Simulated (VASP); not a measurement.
# Ir (Fm-3m) in VASP: a series of runs

The runs below take Ir through single point, relaxation of cell and atoms, with PBEsol.

Everything below comes from runs of VASP 6.6.1. Logs are shortened: lines on timing, memory, paths and dates and some standing lists are left out, and cuts for length are marked.

## 1. The cell of the first run

It takes space group Fm-3m (No. 225, cubic). Conventional cell: a = 3.831 Å, b = 3.831 Å, c = 3.831 Å, α = 90.00°, β = 90.00°, γ = 90.00°. Within 3.6 Å of Ir (site symmetry m-3m) lie 12 Ir at 2.71 Å.

## 2. Single point, PBEsol

File INCAR:

```
ALGO = Normal
EDIFF = 1E-7
ENCUT = 520
GGA = PS
ISIF = 2
ISMEAR = 0
LASPH = True
LCHARG = True
LELF = True
LREAL = False
LVHAR = True
LWAVE = False
NBANDS = 10
NELM = 60
PREC = Accurate
SIGMA = 0.1
```

File KPOINTS:

```
k-points
0
Gamma
  8 8 8
```

File POSCAR:

```
Ir
1.0
    0.0000000000      1.9156000000      1.9156000000
    1.9156000000      0.0000000000      1.9156000000
    1.9156000000      1.9156000000      0.0000000000
Ir
1
Direct
    0.0000000000      0.0000000000      0.0000000000
```

Potentials or basis: VASP PAW PBE potentials, release 64 (Ir).

On the command line:

```console
$ cat potpaw_PBE.64/Ir/POTCAR > POTCAR
$ mpirun -np 1 vasp_std > vasp.out
```

OUTCAR:

```text
EDIFF = 1E-7
   ENCUT = 520
   GGA = PS
   ISIF = 2
   ISMEAR = 0
   LASPH = True
   LREAL = False
   NELM = 60
   PREC = Accurate

 ion  position               nearest neighbor table
   1  0.000  0.000  0.000-

  LATTYP: Found a face centered cubic cell.
 ALAT       =     3.8312000000

  Lattice vectors:

 A1 = (   0.0000000000,   1.9156000000,   1.9156000000)
 A2 = (   1.9156000000,   0.0000000000,   1.9156000000)
 A3 = (   1.9156000000,   1.9156000000,   0.0000000000)

Analysis of symmetry for initial positions (statically):
=====================================================================
 Subroutine PRICEL returns:
 Original cell was already a primitive cell.

 Routine SETGRP: Setting up the symmetry group for a
 face centered cubic supercell.

 Subroutine GETGRP returns: Found 48 space group operations
 (whereof 48 operations were pure point group operations)
 out of a pool of 48 trial point group operations.

The static configuration has the point symmetry O_h .

Analysis of symmetry for dynamics (positions and initial velocities):
=====================================================================
 Subroutine PRICEL returns:
 Original cell was already a primitive cell.

 Routine SETGRP: Setting up the symmetry group for a
 face centered cubic supercell.

 Subroutine GETGRP returns: Found 48 space group operations
 (whereof 48 operations were pure point group operations)
 out of a pool of 48 trial point group operations.

The dynamic configuration has the point symmetry O_h .

 Subroutine INISYM returns: Found 48 space group operations
 (whereof 48 operations are pure point group operations),
 and found     1 'primitive' translations

----------------------------------------------------------------------------------------

                                     Primitive cell

  volume of cell :      14.0587

  direct lattice vectors                    reciprocal lattice vectors
     0.000000000  1.915600000  1.915600000    -0.261014826  0.261014826  0.261014826
     1.915600000  0.000000000  1.915600000     0.261014826 -0.261014826  0.261014826
     1.915600000  1.915600000  0.000000000     0.261014826  0.261014826 -0.261014826

  length of vectors
     2.709067500  2.709067500  2.709067500     0.452090940  0.452090940  0.452090940

  position of ions in fractional coordinates (direct lattice)
     0.000000000  0.000000000  0.000000000

  ion indices of the primitive-cell ions
   primitive index   ion index
                 1           1

----------------------------------------------------------------------------------------

 KPOINTS: k-points

Automatic generation of k-mesh.
 Grid dimensions read from file:
 generate k-points for:    8    8    8

 Generating k-lattice:

  Cartesian coordinates                     Fractional coordinates (reciprocal lattice)
    -0.032626853  0.032626853  0.032626853     0.125000000  0.000000000  0.000000000
     0.032626853 -0.032626853  0.032626853     0.000000000  0.125000000  0.000000000
     0.032626853  0.032626853 -0.032626853     0.000000000  0.000000000  0.125000000

  Length of vectors
     0.056511367  0.056511367  0.056511367

  Shift w.r.t. Gamma in fractional coordinates (k-lattice)
     0.000000000  0.000000000  0.000000000

 Subroutine IBZKPT returns following result:
 ===========================================

 Found     29 irreducible k-points:

 Following reciprocal coordinates:
            Coordinates               Weight
  0.000000  0.000000  0.000000      1.000000
  0.125000  0.000000  0.000000      8.000000
  0.250000  0.000000  0.000000      8.000000
  0.375000  0.000000  0.000000      8.000000
  0.500000  0.000000  0.000000      4.000000
  0.125000  0.125000  0.000000      6.000000
[... 16 lines left out ...]
  0.500000  0.250000  0.125000     48.000000
 -0.375000  0.250000  0.125000     24.000000
 [... further k-points ...]
   k-points           NKPTS =     29   k-points in BZ     NKDIM =     29   number of bands    NBANDS=     10
   number of dos      NEDOS =    301   number of ions     NIONS =      1
   total plane-waves  NPLWV =   8000
   dimension x,y,z NGX =    20 NGY =   20 NGZ =   20
   dimension x,y,z NGXF=    40 NGYF=   40 NGZF=   40
   ions per type =               1
   NGX,Y,Z   is equivalent  to a cutoff of  12.27, 12.27, 12.27 a.u.
   NGXF,Y,Z  is equivalent  to a cutoff of  24.55, 24.55, 24.55 a.u.
 SYSTEM =  unknown system
   PREC   = accura    normal or accurate (medium, high low for compatibility)
   ISTART =      0    job   : 0-new  1-cont  2-samecut
   ICHARG =      2    charge: 1-file 2-atom 10-const
   ISPIN  =      1    spin polarized calculation?
   LNONCOLLINEAR =      F non collinear calculations
   LSORBIT =      F    spin-orbit coupling
   LASPH  =      T    aspherical Exc in radial PAW
   ENCUT  =  520.0 eV  38.22 Ry    6.18 a.u.   5.04  5.04  5.04*2*pi/ulx,y,z
   NELM   =     60;   NELMIN=  2; NELMDL= -5     # of ELM steps
   EDIFF  = 0.1E-06   stopping-criterion for ELM
   LREAL  =      F    real-space projection
   EDIFFG = 0.1E-05   stopping-criterion for IOM
   NSW    =      0    number of steps for IOM
   IBRION =     -1    ionic relax: 0-MD 1-quasi-New 2-CG
   NFREE  =      0    steps in history (QN), initial steepest desc. (CG)
   ISIF   =      2    stress and relaxation
   ISYM   =      2    0-nonsym 1-usesym 2-fastsym
   POTIM  = 0.5000    time-step for ionic-motion
   TEBEG  =    0.0;   TEEND  =   0.0 temperature during run
   PSTRESS=    0.0 pullay stress
   NELECT =       9.0000    total number of electrons
   NUPDOWN=      -1.0000    fix difference up-down
   EMIN   =  10.00;   EMAX   =-10.00  energy-range for DOS
   EFERMI =   0.00;   METHOD = LEGACY
   ISMEAR =     0;   SIGMA  =   0.10  broadening in eV -4-tet -1-fermi 0-gaus
   EFERMI_NEDOS =   21; number of points for ismear=-14 and -15
   IALGO  =     38    algorithm
   IMIX   =      4    mixing-type and parameters
     AMIX     =   0.40;   BMIX     =  1.00
     AMIX_MAG =   1.60;   BMIX_MAG =  1.00
  volume/ion in A,a.u.               =      14.06        94.87
  Fermi-wavevector in a.u.,A,eV,Ry     =   1.410937  2.666284 27.085691  1.990742
  Thomas-Fermi vector in A             =   2.532839
   LORBIT       =      0    0 simple, 1 ext, 2 COOP (PROOUT), +10 PAW based schemes
   GGA     = PS    functional components
   LHFCALC =     F    Hartree Fock is set to
   AEXX    =    0.0000 exact exchange contribution
   IVDW    =     0    specifies the selected vdW correction
   LEPSILON=     F    determine dielectric tensor
   LRPA    =     F    only Hartree local field effects (RPA)
 non-spin polarized calculation
 Gauss-broadening in eV      SIGMA  =   0.10
  energy-cutoff  :      520.00
  volume of cell :       14.06
 maximum number of plane-waves:       391
   NGX =  9   NGY =  9   NGZ =  9

 number of electron       9.0000000 magnetization

 Free energy of the ion-electron system (eV)
  ---------------------------------------------------
  ext. energy  EPLUGINS =         0.00000000
  ---------------------------------------------------
  free energy    TOTEN  =        -9.74582863 eV

  energy without entropy =       -9.73674823  energy(sigma->0) =       -9.74128843

 E-fermi :  10.4102     XC(G=0): -14.1377

 val. band max:       10.3679631227   @ k =  -0.3750   0.1250   0.0000
 cond. band min:      10.4322849739   @ k =  -0.3750   0.2500   0.0000
 fundamental gap:      0.0643218512
 Fermi energy:        10.4101701894

 k-point     1 :       0.0000    0.0000    0.0000
  band No.  band energies     occupation
      1      -0.9035      2.00000
      2       6.4128      2.00000
      3       6.4128      2.00000
      4       6.4128      2.00000
      5       9.1708      2.00000
      6       9.1708      2.00000
      7      24.6463      0.00000
      8      30.2807      0.00000
      9      30.2807      0.00000
     10      30.2807      0.00000

 k-point     2 :       0.1250    0.0000    0.0000
  band No.  band energies     occupation
      1      -0.2266      2.00000
      2       6.0871      2.00000
      3       6.6807      2.00000
      4       6.6807      2.00000
      5       9.0240      2.00000
      6       9.0240      2.00000
      7      25.7616      0.00000
      8      27.6773      0.00000
      9      31.4039      0.00000
     10      31.4039      0.00000

 k-point     3 :       0.2500    0.0000    0.0000
  band No.  band energies     occupation
      1       1.3211      2.00000
      2       5.8893      2.00000
      3       6.8688      2.00000
      4       6.8688      2.00000
      5       9.3438      2.00000
      6       9.3438      2.00000
      7      24.1410      0.00000
      8      27.1463      0.00000
      9      34.1183      0.00000
     10      34.1184      0.00000

 k-point     4 :       0.3750    0.0000    0.0000
  band No.  band energies     occupation
      1       2.1165      2.00000
      2       6.5182      2.00000
      3       6.5182      2.00000
      4       7.5954      2.00000
      5      10.5689      0.02478
      6      10.5689      0.02478
      7      20.2980      0.00000
      8      25.1356      0.00000
      9      31.8523      0.00000
     10      31.8523      0.00000

 k-point     5 :       0.5000    0.0000    0.0000
  band No.  band energies     occupation
      1       2.1420      2.00000
      2       6.3213      2.00000
      3       6.3213      2.00000
      4       9.5233      2.00000
      5      11.2768      0.00000
      6      11.2768      0.00000
      7      17.6477      0.00000
      8      24.1897      0.00000
      9      30.1676      0.00000
     10      30.1676      0.00000

 k-point     6 :       0.1250    0.1250    0.0000
  band No.  band energies     occupation
      1       0.0046      2.00000
      2       5.7494      2.00000
      3       6.9388      2.00000
      4       6.9388      2.00000
      5       8.4058      2.00000
      6       9.4422      2.00000
      7      26.2087      0.00000
      8      28.6750      0.00000
      9      30.5004      0.00000
     10      30.5004      0.00000

 k-point     7 :       0.2500    0.1250    0.0000
  band No.  band energies     occupation
      1       1.3418      2.00000
      2       5.2269      2.00000
      3       7.0045      2.00000
      4       7.3829      2.00000
      5       8.5166      2.00000
      6       9.8396      2.00000
      7      25.9817      0.00000
      8      27.9455      0.00000
      9      30.8598      0.00000
     10      31.6870      0.00000

 k-point     8 :       0.3750    0.1250    0.0000
  band No.  band energies     occupation
      1       2.5468      2.00000
      2       5.8050      2.00000
      3       6.2851      2.00000
      4       7.2014      2.00000
      5      10.4647      0.44071
      6      10.8387      0.00000
      7      21.8780      0.00000
      8      26.5806      0.00000
      9      30.0397      0.00000
     10      31.8579      0.00000

 k-point     9 :       0.5000    0.1250    0.0000
  band No.  band energies     occupation
      1       2.6908      2.00000
      2       5.8235      2.00000
      3       6.8634      2.00000
      4       7.6582      2.00000
      5      11.3234      0.00000
      6      12.9618      0.00000
      7      17.7748      0.00000
      8      25.3191      0.00000
      9      29.3869      0.00000
     10      29.5007      0.00000
[... 118 lines left out ...]
 k-point    19 :       0.5000    0.3750    0.0000
  band No.  band energies     occupation
      1       2.7693      2.00000
      2       3.3603      2.00000
      3       8.9103      2.00000
      4      10.3292      1.74782
      5      11.6066      0.00000
      6      13.9350      0.00000
      7      19.9606      0.00000
      8      23.3927      0.00000
      9      23.6570      0.00000
     10      32.1746      0.00000

 k-point    20 :      -0.3750    0.3750    0.0000
  band No.  band energies     occupation
      1       3.3220      2.00000
      2       4.2877      2.00000
      3       7.4106      2.00000
      4       9.4797      2.00000
      5      10.9725      0.00000
      6      16.6826      0.00000
      7      18.0744      0.00000
      8      21.8761      0.00000
      9      25.9300      0.00000
     10      31.4398      0.00000

 k-point    21 :       0.5000    0.5000    0.0000
  band No.  band energies     occupation
      1       2.3504      2.00000
      2       2.9141      2.00000
      3      11.2658      0.00000
      4      11.8513      0.00000
      5      11.8513      0.00000
      6      11.9961      0.00000
      7      20.9110      0.00000
      8      22.0490      0.00000
      9      22.0490      0.00000
     10      31.6433      0.00000

 k-point    22 :       0.3750    0.2500    0.1250
  band No.  band energies     occupation
      1       2.7310      2.00000
      2       4.7402      2.00000
      3       6.3355      2.00000
      4       8.4567      2.00000
      5       8.5370      2.00000
      6      11.1624      0.00000
      7      24.6967      0.00000
      8      27.4154      0.00000
      9      28.9720      0.00000
     10      30.9906      0.00000

 k-point    23 :       0.5000    0.2500    0.1250
  band No.  band energies     occupation
      1       3.6111      2.00000
      2       5.2950      2.00000
      3       5.6899      2.00000
      4       8.0686      2.00000
      5      10.2024      1.99671
      6      13.2412      0.00000
      7      20.6201      0.00000
      8      25.8829      0.00000
      9      27.1900      0.00000
     10      31.8679      0.00000

 k-point    24 :      -0.3750    0.2500    0.1250
  band No.  band energies     occupation
      1       3.6355      2.00000
      2       5.0572      2.00000
      3       6.6828      2.00000
      4       7.7493      2.00000
      5      10.9453      0.00000
      6      15.5374      0.00000
      7      17.0370      0.00000
      8      26.1255      0.00000
      9      26.2961      0.00000
     10      30.1967      0.00000

 [... further k-points ...]
[... 5 lines left out ...]
  --------------------------------------------------------------------------------------
  -------------------------------------------------------------------------------------
  Total        0.1915056      0.1915056      0.1915056      0.0000000      0.0000000     -0.0000000
  in kB       21.8246619     21.8246619     21.8246619      0.0000000      0.0000000     -0.0000000
  external PRESSURE =      21.8246619 kB  Pullay stress =       0.0000000 kB

 VOLUME and BASIS-vectors are now :
 -----------------------------------------------------------------------------
  energy-cutoff  :      520.00
  volume of cell :       14.06
      direct lattice vectors                 reciprocal lattice vectors
     0.000000000  1.915600000  1.915600000    -0.261014826  0.261014826  0.261014826
     1.915600000  0.000000000  1.915600000     0.261014826 -0.261014826  0.261014826
     1.915600000  1.915600000  0.000000000     0.261014826  0.261014826 -0.261014826

 POSITION                                       TOTAL-FORCE (eV/Angst)
 -----------------------------------------------------------------------------------
      0.00000      0.00000      0.00000        -0.000000      0.000000     -0.000000
 -----------------------------------------------------------------------------------
    total drift:                                0.000000      0.000000     -0.000000

  FREE ENERGIE OF THE ION-ELECTRON SYSTEM (eV)
  ---------------------------------------------------
  free  energy   TOTEN  =        -9.7458286262 eV

  energy  without entropy=       -9.7367482343  energy(sigma->0) =       -9.74128843
```

It took 7.3 s on 1 thread of Intel Xeon 6975P-C, shared host; peak memory 0.13 GiB.

What came out:

- Free energy: -9.7458 eV
- Pressure: 2.2 GPa

Caveat: the PAW data sets were made with another functional, which shifts forces and pressure a little; spin-orbit coupling is left out, which moves the levels of the heavy elements.

## 3. Single point, PBEsol

File INCAR:

```
SYSTEM = Ir
ALGO = Fast ; EDIFF = 1E-7
ENCUT = 520 ; GGA = PS
ISIF = 2 ; ISMEAR = 0
LASPH = .TRUE. ; LCHARG = .FALSE.
LREAL = .FALSE. ; LWAVE = .FALSE.
NBANDS = 10 ; NELM = 100
PREC = Accurate ; SIGMA = 0.1
```

File KPOINTS:

```
k-points
0
G
  18 18 18
  0 0 0
```

File POSCAR:

```
Ir
1.0
    0.0000000000      1.9151294138      1.9151294138
    1.9151294138      0.0000000000      1.9151294138
    1.9151294138      1.9151294138      0.0000000000
Ir
1
Direct
    0.0000000000      0.0000000000      0.0000000000
```

Potentials or basis: VASP PAW PBE potentials, release 64 (Ir).

On the command line:

```console
$ cat potpaw_PBE.64/Ir/POTCAR > POTCAR
$ mpirun -np 1 vasp_std > vasp.out
```

Wall time 30 s (1 thread of Intel Xeon 6975P-C, shared host); peak memory 0.15 GiB.

It converged, with:

```yaml
Free_energy: -9.8233 eV
Pressure: 1.0 GPa
```

Levels at points of the mesh, in eV from the Fermi level:
| k point | band 2 | band 3 | band 4 | band 5 | band 6 | band 7 |
| --- | --- | --- | --- | --- | --- | --- |
| (0.00, 0.00, 0.00) | -3.98 | -3.98 | -3.98 | -1.24 | -1.24 | 14.27 |
| (0.50, 0.00, 0.00) | -4.08 | -4.08 | -0.88 | 0.88 | 0.88 | 7.26 |
| (0.50, 0.50, 0.00) | -7.48 | 0.86 | 1.46 | 1.46 | 1.61 | 10.52 |

Caveat: the PAW data sets were made with another functional, which shifts forces and pressure a little; spin-orbit coupling is left out, which moves the levels of the heavy elements.

(Continued in part 2 of 2.)
